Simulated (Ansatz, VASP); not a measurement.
# Two plane-wave programs on MgNi3Se4

```
Mg Ni Se
1.0
     3.62050    0.00000    0.00000
     0.00000    3.62050    0.00000
     0.00000    0.00000   10.25039
Mg Ni Se
1 3 4
Direct
  0.00000 0.00000 0.00000
  0.50000 0.50000 0.25171
  0.50000 0.50000 0.74829
  0.00000 0.00000 0.50000
  0.00000 0.00000 0.27082
  0.50000 0.50000 0.50000
  0.00000 0.00000 0.72918
  0.50000 0.50000 0.00000
```

Alike in both runs: task single point; functional PBE; k mesh 10 × 10 × 4; occupations gaussian, width 0.1 eV; no spin polarisation.

|  | VASP | Ansatz |
| --- | --- | --- |
| version | VASP 6.6.1 | Ansatz 0.2.0 |
| potentials or method | VASP PAW PBE potentials, release 64 (Mg, Ni, Se), cutoff 520 eV | scalar-relativistic, plane waves, PAW |
| valence electrons in the cell | 56 | 128 |

Ansatz gave:

```
gap on the k mesh at the Fermi level (eV) : none
pressure (GPa)                            : 0.0
rms of the force components (eV/Å)        : 0.000
```

**Question.** Estimate VASP's values.

**Answer.** gap on the k mesh at the Fermi level (eV): none; pressure (GPa): 0.1; rms of the force components (eV/Å): 0.006.

Atom by atom the forces differ by 0.006 eV/Å (rms over components). A gap of «none» marks a metal or a gap that the smearing closes. VASP's potentials hold 56 valence electrons a cell and Ansatz's 128, so a difference there can come from the potentials and not from the codes.
